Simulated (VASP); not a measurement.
Input of a VASP 6.6.1 run:

INCAR

```
SYSTEM = La2Ta2O
  PREC = Accurate
  ENCUT = 600
  EDIFF = 1E-6
  ISMEAR = 0
  SIGMA = 0.2
  LREAL = .FALSE.
  LASPH = .TRUE.
  NELM = 60
  ALGO = Normal
  ISIF = 3
  LWAVE = .FALSE.
  LCHARG = .FALSE.
  GGA = PE
  IBRION = 2
  NSW = 36
  EDIFFG = -0.08
```

File KPOINTS:

```
Automatic mesh
0
G
  5 5 1
  0 0 0
```

File POSCAR:

```
La2Ta2O
1.0
    3.6500000000      0.0000000000      0.0000000000
    0.0000000000      3.6500000000      0.0000000000
    0.0000000000      0.0000000000     15.0000000000
La Ta O
4 4 2
Direct
    0.0000000000      0.5000000000      0.9030000000
    0.5000000000      0.0000000000      0.0970000000
    0.0000000000      0.5000000000      0.2400000000
    0.5000000000      0.0000000000      0.7600000000
    0.5000000000      0.0000000000      0.3600000000
    0.5000000000      0.0000000000      0.5470000000
    0.0000000000      0.5000000000      0.6400000000
    0.0000000000      0.5000000000      0.4530000000
    0.5000000000      0.5000000000      0.0000000000
    0.0000000000      0.0000000000      0.0000000000
```

Potentials or basis: VASP PAW PBE potentials, release 64 (La, Ta_pv, O).

Launch:

```bash
$ cat potpaw_PBE.64/La/POTCAR potpaw_PBE.64/Ta_pv/POTCAR potpaw_PBE.64/O/POTCAR > POTCAR
$ mpirun -np 1 vasp_std > vasp.out
```

Question: Estimate the band gap on the k mesh.

Answer: Zero (bands 50 and 51 overlap by 0.08 eV).

Question: Estimate the space group after relaxing (to 0.1 Å).

Answer: P4/nmm (No. 129).

Final structure:
```
La Ta O
1.0
     3.77325    0.00000    0.00000
     0.00000    3.77325    0.00000
     0.00000    0.00000   18.05608
La Ta O
4 4 2
Direct
  0.00000 0.50000 0.92572
  0.50000 0.00000 0.07428
  0.00000 0.50000 0.27813
  0.50000 0.00000 0.72187
  0.50000 0.00000 0.39018
  0.50000 0.00000 0.54117
  0.00000 0.50000 0.60982
  0.00000 0.50000 0.45883
  0.50000 0.50000 0.00000
  0.00000 0.00000 0.00000
```

Caveat: the k points lie up to 0.35 Å⁻¹ apart in the final cell; spin-orbit coupling is left out, which moves the levels of the heavy elements.
